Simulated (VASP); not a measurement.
# KRe (Pm-3m) in VASP: further runs

The runs below take KRe through single point, relaxation of cell and atoms, with PBE.

Everything below comes from runs of VASP 6.6.1. Logs are shortened: lines on timing, memory, paths and dates and some standing lists are left out, and cuts for length are marked.

### Step 1. The cell of the first run

It takes space group Pm-3m (No. 221, cubic). The conventional cell has a = 3.636 Å, b = 3.636 Å, c = 3.636 Å, α = 90.00°, β = 90.00°, γ = 90.00°. K (site symmetry m-3m) has 8 Re at 3.15 Å and 6 K at 3.64 Å within 4.1 Å. Re (site symmetry m-3m) has 8 K at 3.15 Å and 6 Re at 3.64 Å within 4.1 Å.

### Step 2. Single point, PBE

INCAR reads:

```
SYSTEM = KRe
PREC = Accurate ; ENCUT = 520
EDIFF = 1E-6 ; ISMEAR = 0
SIGMA = 0.1 ; LREAL = .False.
LASPH = .True. ; NELM = 100
ALGO = Normal ; ISIF = 2
LWAVE = .False. ; LCHARG = .True.
GGA = PE ; LELF = .True.
LVHAR = .True. ; NBANDS = 15
```

KPOINTS reads:

```
regular mesh
0
Gamma
  14 14 14
  0 0 0
```

POSCAR reads:

```
KRe
1.0
    3.6359120668      0.0000000000      0.0000000000
    0.0000000000      3.6359120668      0.0000000000
    0.0000000000      0.0000000000      3.6359120668
K Re
1 1
Direct
    0.0000000000      0.0000000000      0.0000000000
    0.5000000000      0.5000000000      0.5000000000
```

Potentials or basis: VASP PAW PBE potentials, release 64 (K_sv, Re).

Run with:

```
> cat potpaw_PBE.64/K_sv/POTCAR potpaw_PBE.64/Re/POTCAR > POTCAR
> mpirun -np 1 vasp_std > vasp.out
```

OUTCAR:

```text
SYSTEM = KRe
   PREC = Accurate
   ENCUT = 520
   EDIFF = 1E-6
   ISMEAR = 0
   LREAL = .False.
   LASPH = .True.
   NELM = 100
   ISIF = 2
   GGA = PE

 ion  position               nearest neighbor table
   1  0.000  0.000  0.000-   2 3.15   2 3.15   2 3.15   2 3.15   2 3.15   2 3.15   2 3.15   2 3.15

   2  0.500  0.500  0.500-   1 3.15   1 3.15   1 3.15   1 3.15   1 3.15   1 3.15   1 3.15   1 3.15

  LATTYP: Found a simple cubic cell.
 ALAT       =     3.6359120668

  Lattice vectors:

 A1 = (   3.6359120668,   0.0000000000,   0.0000000000)
 A2 = (   0.0000000000,   3.6359120668,   0.0000000000)
 A3 = (   0.0000000000,   0.0000000000,   3.6359120668)

Analysis of symmetry for initial positions (statically):
=====================================================================
 Subroutine PRICEL returns:
 Original cell was already a primitive cell.

 Routine SETGRP: Setting up the symmetry group for a
 simple cubic supercell.

 Subroutine GETGRP returns: Found 48 space group operations
 (whereof 48 operations were pure point group operations)
 out of a pool of 48 trial point group operations.

The static configuration has the point symmetry O_h .

Analysis of symmetry for dynamics (positions and initial velocities):
=====================================================================
 Subroutine PRICEL returns:
 Original cell was already a primitive cell.

 Routine SETGRP: Setting up the symmetry group for a
 simple cubic supercell.

 Subroutine GETGRP returns: Found 48 space group operations
 (whereof 48 operations were pure point group operations)
 out of a pool of 48 trial point group operations.

The dynamic configuration has the point symmetry O_h .

 Subroutine INISYM returns: Found 48 space group operations
 (whereof 48 operations are pure point group operations),
 and found     1 'primitive' translations

----------------------------------------------------------------------------------------

                                     Primitive cell

  volume of cell :      48.0662

  direct lattice vectors                    reciprocal lattice vectors
     3.635912067  0.000000000  0.000000000     0.275034154  0.000000000  0.000000000
     0.000000000  3.635912067  0.000000000     0.000000000  0.275034154  0.000000000
     0.000000000  0.000000000  3.635912067     0.000000000  0.000000000  0.275034154

  length of vectors
     3.635912067  3.635912067  3.635912067     0.275034154  0.275034154  0.275034154

  position of ions in fractional coordinates (direct lattice)
     0.000000000  0.000000000  0.000000000
     0.500000000  0.500000000  0.500000000

  ion indices of the primitive-cell ions
   primitive index   ion index
                 1           1
                 2           2

----------------------------------------------------------------------------------------

 KPOINTS: regular mesh

Automatic generation of k-mesh.
 Grid dimensions read from file:
 generate k-points for:   14   14   14

 Generating k-lattice:

  Cartesian coordinates                     Fractional coordinates (reciprocal lattice)
     0.019645297  0.000000000  0.000000000     0.071428571  0.000000000  0.000000000
     0.000000000  0.019645297  0.000000000     0.000000000  0.071428571  0.000000000
     0.000000000  0.000000000  0.019645297     0.000000000  0.000000000  0.071428571

  Length of vectors
     0.019645297  0.019645297  0.019645297

  Shift w.r.t. Gamma in fractional coordinates (k-lattice)
     0.000000000  0.000000000  0.000000000

 Subroutine IBZKPT returns following result:
 ===========================================

 Found    120 irreducible k-points:

 Following reciprocal coordinates:
            Coordinates               Weight
  0.000000  0.000000  0.000000      1.000000
  0.071429  0.000000  0.000000      6.000000
  0.142857  0.000000  0.000000      6.000000
  0.214286  0.000000  0.000000      6.000000
  0.285714  0.000000  0.000000      6.000000
  0.357143  0.000000  0.000000      6.000000
[... 16 lines left out ...]
  0.285714  0.214286  0.000000     24.000000
  0.357143  0.214286  0.000000     24.000000
 [... further k-points ...]
   k-points           NKPTS =    120   k-points in BZ     NKDIM =    120   number of bands    NBANDS=     15
   number of dos      NEDOS =    301   number of ions     NIONS =      2
   total plane-waves  NPLWV =  21952
   dimension x,y,z NGX =    28 NGY =   28 NGZ =   28
   dimension x,y,z NGXF=    56 NGYF=   56 NGZF=   56
   ions per type =               1   1
   NGX,Y,Z   is equivalent  to a cutoff of  12.80, 12.80, 12.80 a.u.
   NGXF,Y,Z  is equivalent  to a cutoff of  25.61, 25.61, 25.61 a.u.
 SYSTEM =  KRe
   PREC   = accura    normal or accurate (medium, high low for compatibility)
   ISTART =      0    job   : 0-new  1-cont  2-samecut
   ICHARG =      2    charge: 1-file 2-atom 10-const
   ISPIN  =      1    spin polarized calculation?
   LNONCOLLINEAR =      F non collinear calculations
   LSORBIT =      F    spin-orbit coupling
   LASPH  =      T    aspherical Exc in radial PAW
   ENCUT  =  520.0 eV  38.22 Ry    6.18 a.u.   6.76  6.76  6.76*2*pi/ulx,y,z
   NELM   =    100;   NELMIN=  2; NELMDL= -5     # of ELM steps
   EDIFF  = 0.1E-05   stopping-criterion for ELM
   LREAL  =      F    real-space projection
   EDIFFG = 0.1E-04   stopping-criterion for IOM
   NSW    =      0    number of steps for IOM
   IBRION =     -1    ionic relax: 0-MD 1-quasi-New 2-CG
   NFREE  =      0    steps in history (QN), initial steepest desc. (CG)
   ISIF   =      2    stress and relaxation
   ISYM   =      2    0-nonsym 1-usesym 2-fastsym
   POTIM  = 0.5000    time-step for ionic-motion
   TEBEG  =    0.0;   TEEND  =   0.0 temperature during run
   PSTRESS=    0.0 pullay stress
   NELECT =      16.0000    total number of electrons
   NUPDOWN=      -1.0000    fix difference up-down
   EMIN   =  10.00;   EMAX   =-10.00  energy-range for DOS
   EFERMI =   0.00;   METHOD = LEGACY
   ISMEAR =     0;   SIGMA  =   0.10  broadening in eV -4-tet -1-fermi 0-gaus
   EFERMI_NEDOS =   21; number of points for ismear=-14 and -15
   IALGO  =     38    algorithm
   IMIX   =      4    mixing-type and parameters
     AMIX     =   0.40;   BMIX     =  1.00
     AMIX_MAG =   1.60;   BMIX_MAG =  1.00
  volume/ion in A,a.u.               =      24.03       162.18
  Fermi-wavevector in a.u.,A,eV,Ry     =   1.134579  2.144044 17.514369  1.287270
  Thomas-Fermi vector in A             =   2.271283
   LORBIT       =      0    0 simple, 1 ext, 2 COOP (PROOUT), +10 PAW based schemes
   GGA     = PE    functional components
   LHFCALC =     F    Hartree Fock is set to
   AEXX    =    0.0000 exact exchange contribution
   IVDW    =     0    specifies the selected vdW correction
   LEPSILON=     F    determine dielectric tensor
   LRPA    =     F    only Hartree local field effects (RPA)
 non-spin polarized calculation
 Gauss-broadening in eV      SIGMA  =   0.10
  energy-cutoff  :      520.00
  volume of cell :       48.07
 maximum number of plane-waves:      1328
 NGX is ok and might be reduce to    28
   NGX = 13   NGY = 13   NGZ = 13

 number of electron      16.0000001 magnetization

 Free energy of the ion-electron system (eV)
  ---------------------------------------------------
  ext. energy  EPLUGINS =         0.00000000
  ---------------------------------------------------
  free energy    TOTEN  =        -7.05982426 eV

  energy without entropy =       -7.03101489  energy(sigma->0) =       -7.04541957

 E-fermi :   2.2946     XC(G=0): -10.1466

 val. band max:        2.2923976350   @ k =   0.4286   0.2857   0.0000
 cond. band min:       2.2990689014   @ k =   0.2857   0.2143   0.0714
 fundamental gap:      0.0066712664
 Fermi energy:         2.2945696764

 k-point     1 :       0.0000    0.0000    0.0000
  band No.  band energies     occupation
      1     -26.8799      2.00000
      2     -10.3029      2.00000
      3     -10.3029      2.00000
      4     -10.3029      2.00000
      5      -2.1621      2.00000
      6       0.5113      2.00000
      7       0.5113      2.00000
      8       2.7407      0.00000
      9       2.7407      0.00000
     10       2.7407      0.00000
     11       9.0754      0.00000
     12       9.0754      0.00000
     13      10.8618      0.00000
     14      10.8618      0.00000
     15      10.8618      0.00000

 k-point     2 :       0.0714    0.0000    0.0000
  band No.  band energies     occupation
      1     -26.8775      2.00000
      2     -10.3362      2.00000
      3     -10.3019      2.00000
      4     -10.3019      2.00000
      5      -2.0715      2.00000
      6       0.5329      2.00000
      7       0.5675      2.00000
      8       2.7208      0.00000
      9       2.7208      0.00000
     10       2.7500      0.00000
     11       8.9489      0.00000
     12       8.9873      0.00000
     13      10.5999      0.00000
     14      10.5999      0.00000
     15      10.7523      0.00000

 k-point     3 :       0.1429    0.0000    0.0000
  band No.  band energies     occupation
      1     -26.8710      2.00000
      2     -10.4276      2.00000
      3     -10.2990      2.00000
      4     -10.2990      2.00000
      5      -1.8091      2.00000
      6       0.5950      2.00000
      7       0.7294      2.00000
      8       2.6662      0.00000
      9       2.6662      0.00000
     10       2.7763      0.00000
     11       8.4402      0.00000
     12       8.7453      0.00000
     13      10.0847      0.00000
     14      10.0847      0.00000
     15      10.7082      0.00000
[... 343 lines left out ...]
 k-point    23 :       0.2857    0.2143    0.0000
  band No.  band energies     occupation
      1     -26.8355      2.00000
      2     -10.6504      2.00000
      3     -10.4859      2.00000
      4     -10.2698      2.00000
      5      -0.4483      2.00000
      6       1.0569      2.00000
      7       1.6007      2.00000
      8       2.2490      1.48054
      9       2.3219      0.69886
     10       2.6292      0.00000
     11       6.6208      0.00000
     12       7.7481      0.00000
     13       8.7133      0.00000
     14       9.5819      0.00000
     15      12.0538      0.00000

 k-point    24 :       0.3571    0.2143    0.0000
  band No.  band energies     occupation
      1     -26.8269      2.00000
      2     -10.7494      2.00000
      3     -10.4742      2.00000
      4     -10.2615      2.00000
      5      -0.1094      2.00000
      6       1.1761      2.00000
      7       1.7116      2.00000
      8       2.2530      1.44296
      9       2.4625      0.01757
     10       2.5550      0.00023
     11       5.7116      0.00000
     12       7.7856      0.00000
     13       8.5486      0.00000
     14       9.5995      0.00000
     15      12.1081      0.00000

 [... further k-points ...]
[... 5 lines left out ...]
  --------------------------------------------------------------------------------------
  -------------------------------------------------------------------------------------
  Total        0.0326522      0.0326522      0.0326522     -0.0000000      0.0000000      0.0000000
  in kB        1.0883848      1.0883848      1.0883848     -0.0000000      0.0000000      0.0000000
  external PRESSURE =       1.0883848 kB  Pullay stress =       0.0000000 kB

 VOLUME and BASIS-vectors are now :
 -----------------------------------------------------------------------------
  energy-cutoff  :      520.00
  volume of cell :       48.07
      direct lattice vectors                 reciprocal lattice vectors
     3.635912067  0.000000000  0.000000000     0.275034154  0.000000000  0.000000000
     0.000000000  3.635912067  0.000000000     0.000000000  0.275034154  0.000000000
     0.000000000  0.000000000  3.635912067     0.000000000  0.000000000  0.275034154

 POSITION                                       TOTAL-FORCE (eV/Angst)
 -----------------------------------------------------------------------------------
      0.00000      0.00000      0.00000         0.000000      0.000000      0.000000
      1.81796      1.81796      1.81796         0.000000      0.000000      0.000000
 -----------------------------------------------------------------------------------
    total drift:                               -0.000000      0.000000      0.000000

  FREE ENERGIE OF THE ION-ELECTRON SYSTEM (eV)
  ---------------------------------------------------
  free  energy   TOTEN  =        -7.0598242582 eV

  energy  without entropy=       -7.0310148864  energy(sigma->0) =       -7.04541957
```

It took 30 s on 1 thread of Intel Xeon 6975P-C (Granite Rapids), shared host; peak memory 0.22 GiB.

What came out:

```
Free energy            : -7.0598 eV
Pressure               : 0.1 GPa
Band gap on the k mesh : zero (bands 8 and 9 overlap by 1.69 eV)
```

Caveat: spin-orbit coupling is left out, which moves the levels of the heavy elements.

### Step 3. Single point, PBE

INCAR reads:

```
ALGO     = Normal         # electronic algorithm
EDIFF    = 1E-7           # SCF threshold, eV
ENCUT    = 520            # plane-wave cutoff, eV
GGA      = PE             # functional
ISIF     = 2              # what is computed and relaxed
ISMEAR   = 0              # smearing method
LASPH    = True           # aspherical terms in the spheres
LCHARG   = False          # write CHGCAR
LREAL    = False          # projectors in reciprocal space
LWAVE    = False          # write WAVECAR
NBANDS   = 15             # bands
NELM     = 80             # most SCF steps
PREC     = Accurate       # precision mode
SIGMA    = 0.1            # smearing width, eV
```

KPOINTS reads:

```
k-points
0
Gamma
  16 16 16
```

POSCAR is that of step 2.

Potentials or basis: VASP PAW PBE potentials, release 64 (K_sv, Re).

Run with:

```
> cat potpaw_PBE.64/K_sv/POTCAR potpaw_PBE.64/Re/POTCAR > POTCAR
> mpirun -np 1 vasp_std > vasp.out
```

OUTCAR:

```text
EDIFF = 1E-7
   ENCUT = 520
   GGA = PE
   ISIF = 2
   ISMEAR = 0
   LASPH = True
   LREAL = False
   NELM = 80
   PREC = Accurate

 ion  position               nearest neighbor table
   1  0.000  0.000  0.000-   2 3.15   2 3.15   2 3.15   2 3.15   2 3.15   2 3.15   2 3.15   2 3.15

   2  0.500  0.500  0.500-   1 3.15   1 3.15   1 3.15   1 3.15   1 3.15   1 3.15   1 3.15   1 3.15

  LATTYP: Found a simple cubic cell.
 ALAT       =     3.6359120668

  Lattice vectors:

 A1 = (   3.6359120668,   0.0000000000,   0.0000000000)
[... 611 lines left out ...]
     11       3.9149      0.00000
     12       7.7558      0.00000
     13       8.3073      0.00000
     14       8.9055      0.00000
     15      11.9307      0.00000

 [... further k-points ...]
[... 5 lines left out ...]
  --------------------------------------------------------------------------------------
  -------------------------------------------------------------------------------------
  Total        0.0418128      0.0418128      0.0418128      0.0000000      0.0000000     -0.0000000
  in kB        1.3937335      1.3937335      1.3937335      0.0000000      0.0000000     -0.0000000
  external PRESSURE =       1.3937335 kB  Pullay stress =       0.0000000 kB

 VOLUME and BASIS-vectors are now :
 -----------------------------------------------------------------------------
  energy-cutoff  :      520.00
  volume of cell :       48.07
      direct lattice vectors                 reciprocal lattice vectors
     3.635912067  0.000000000  0.000000000     0.275034154  0.000000000  0.000000000
     0.000000000  3.635912067  0.000000000     0.000000000  0.275034154  0.000000000
     0.000000000  0.000000000  3.635912067     0.000000000  0.000000000  0.275034154

 POSITION                                       TOTAL-FORCE (eV/Angst)
 -----------------------------------------------------------------------------------
      0.00000      0.00000      0.00000         0.000000      0.000000      0.000000
      1.81796      1.81796      1.81796         0.000000      0.000000      0.000000
 -----------------------------------------------------------------------------------
    total drift:                               -0.000000      0.000000      0.000000

  FREE ENERGIE OF THE ION-ELECTRON SYSTEM (eV)
  ---------------------------------------------------
  free  energy   TOTEN  =        -7.0582992003 eV

  energy  without entropy=       -7.0256847577  energy(sigma->0) =       -7.04199198
```

stdout:

```text
POSCAR found type information on POSCAR K Re
 POSCAR found :  2 types and       2 ions
 scaLAPACK will be used
 LDA part: xc-table for (Slater+PW92), standard interpolation
 POSCAR, INCAR and KPOINTS ok, starting setup
 FFT: planning ... GRIDC
 FFT: planning ... GRID_SOFT
 FFT: planning ... GRID
 WAVECAR not read
 entering main loop
```

It took 51 s on 1 thread of Intel Xeon 6975P-C (Granite Rapids), shared host; peak memory 0.25 GiB.

What came out:

* Free energy: -7.0583 eV
* Pressure: 0.1 GPa
* Band gap on the k mesh: zero (bands 8 and 9 overlap by 1.65 eV)

Caveat: spin-orbit coupling is left out, which moves the levels of the heavy elements.

### Step 4. Relaxation of cell and atoms, PBE

INCAR reads:

```
  ALGO = Fast
  EDIFF = 1E-6
  EDIFFG = -0.01
  ENCUT = 600
  GGA = PE
  IBRION = 2
  ISIF = 3
  ISMEAR = 0
  LASPH = True
  LCHARG = False
  LREAL = False
  LWAVE = False
  NELM = 60
  NSW = 100
  PREC = Accurate
  SIGMA = 0.1
```

KPOINTS is that of step 3.

POSCAR is that of step 3.

Run with:

```
> cat potpaw_PBE.64/K_sv/POTCAR potpaw_PBE.64/Re/POTCAR > POTCAR
> mpirun -np 1 vasp_std > vasp.out
```

It took 3.5 min on 1 thread of Intel Xeon 6975P-C (Granite Rapids), shared host; peak memory 0.29 GiB.

It converged, with:

```
Free energy                           : -7.0587 eV
Relaxed volume                        : 24.16 Å³/atom
Relaxed cell                          : a = 3.642 Å, b = 3.642 Å, c = 3.642 Å, α = 90.00°, β = 90.00°, γ = 90.00°
Space group after relaxing (to 0.1 Å) : Pm-3m (No. 221)
Energy gained by relaxing             : 0.1 meV/atom
Ionic steps                           : 2
Pressure after relaxing               : 0.0 GPa
Band gap on the k mesh                : zero (bands 8 and 9 overlap by 1.64 eV)
```

The path:
```
step  energy change (eV)  largest force (eV/Å)  pressure (GPa)  volume (Å³)
   1              0.0000                0.0000            0.24        48.07
   2             -0.0001                0.0000           -0.02        48.32
```

Final structure:
```xyz
2
Lattice="3.6423 0.0000 0.0000 0.0000 3.6423 0.0000 0.0000 0.0000 3.6423" Properties=species:S:1:pos:R:3 pbc="T T T"
K     0.0000    0.0000    0.0000
Re    1.8212    1.8212    1.8212
```

Levels at points of the mesh, in eV from the Fermi level:
```csv
k point,band 4,band 5,band 6,band 7,band 8,band 9,band 10,band 11,band 12
"(0.00, 0.00, 0.00)",-12.57,-4.41,-1.74,-1.74,0.46,0.46,0.46,6.80,6.80
"(0.50, 0.00, 0.00)",-12.55,-2.10,-1.25,0.10,0.10,0.21,0.66,1.66,5.17
"(0.50, 0.50, 0.00)",-12.48,-2.29,-1.46,-0.34,-0.34,1.33,1.86,3.01,3.01
"(0.50, 0.50, 0.50)",-12.97,-0.55,-0.55,-0.55,1.38,1.38,2.07,2.07,2.07
```

Caveat: spin-orbit coupling is left out, which moves the levels of the heavy elements.

### Step 5. The runs side by side

| task | cell | k mesh | cutoff (eV) | gap on the mesh (eV) | pressure (GPa) |
| --- | --- | --- | --- | --- | --- |
| single point | a = 3.636 Å, 2 atoms | 14 × 14 × 14 | 520 | none | 0.1 |
| single point | a = 3.636 Å, 2 atoms | 16 × 16 × 16 | 520 | none | 0.1 |
| relaxation of cell and atoms | relaxed from a = 3.636 Å, 2 atoms | 16 × 16 × 16 | 600 | none | 0.0 |

Alike in all rows: level PBE; potentials or basis VASP PAW PBE potentials, release 64 (K_sv, Re); no spin polarisation; smearing gaussian 0.1 eV.

Caveats: spin-orbit coupling is left out, which moves the levels of the heavy elements.

Absolute energies hang on the potentials; compare differences alone.
